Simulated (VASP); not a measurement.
**NaB2: single point with PBE**

Crystal: NaB2.

```
Na B
1.0
     0.00000    3.13135    3.13135
     3.13135    0.00000    3.13135
     3.13135    3.13135    0.00000
Na B
2 4
Direct
  0.25000 0.25000 0.25000
  0.50000 0.50000 0.50000
  0.89730 0.89730 0.89730
  0.89730 0.89730 0.30811
  0.89730 0.30811 0.89730
  0.30811 0.89730 0.89730
```

The cell was generated, and may not be a known phase.

| Item | Value |
| --- | --- |
| Program | VASP 6.6.1 |
| Task | single point |
| Functional | PBE |
| Potentials or basis | VASP PAW PBE potentials, release 64 (Na_pv, B) |
| Cutoff | 520 eV |
| k mesh | 4 × 4 × 4 |
| Occupations | gaussian, width 0.1 eV |
| Spin | no spin polarisation |
| Dipole correction | no |
| Further INCAR settings | ALGO = Normal; EDIFF = 1e-07; NBANDS = 22 |

| Property | Result |
| --- | --- |
| Pressure | 0.0 GPa |
| Largest force | 0.009 eV/Å |
| Band gap on the k mesh | zero (bands 13 and 14 overlap by 2.27 eV) |

Forces on the atoms (eV/Å):
```
Na   0.000  0.000  0.000
Na   0.000  0.000  0.000
B   -0.005 -0.005 -0.005
B    0.005  0.005 -0.005
B    0.005 -0.005  0.005
B   -0.005  0.005  0.005
```

Levels at points of the mesh, in eV from the Fermi level:
| k point | band 10 | band 11 | band 12 | band 13 | band 14 | band 15 | band 16 | band 17 |
| --- | --- | --- | --- | --- | --- | --- | --- | --- |
| (0.00, 0.00, 0.00) | -4.06 | -4.06 | -0.84 | -0.84 | -0.84 | -0.51 | -0.51 | 5.54 |
| (0.50, 0.00, 0.00) | -4.45 | -4.45 | -1.52 | -1.52 | 1.88 | 2.13 | 2.13 | 5.22 |
| (0.50, 0.50, 0.00) | -5.30 | -3.41 | -3.30 | 1.43 | 1.48 | 2.40 | 2.40 | 4.73 |

Wall time 15 s on 1 thread of Intel(R) Xeon(R) Platinum 8488C (Sapphire Rapids), with other jobs on the host, peak memory 0.19 GiB.

Caveat: the k points lie up to 0.43 Å⁻¹ apart, too coarse for converged energies and pressures of a metal.
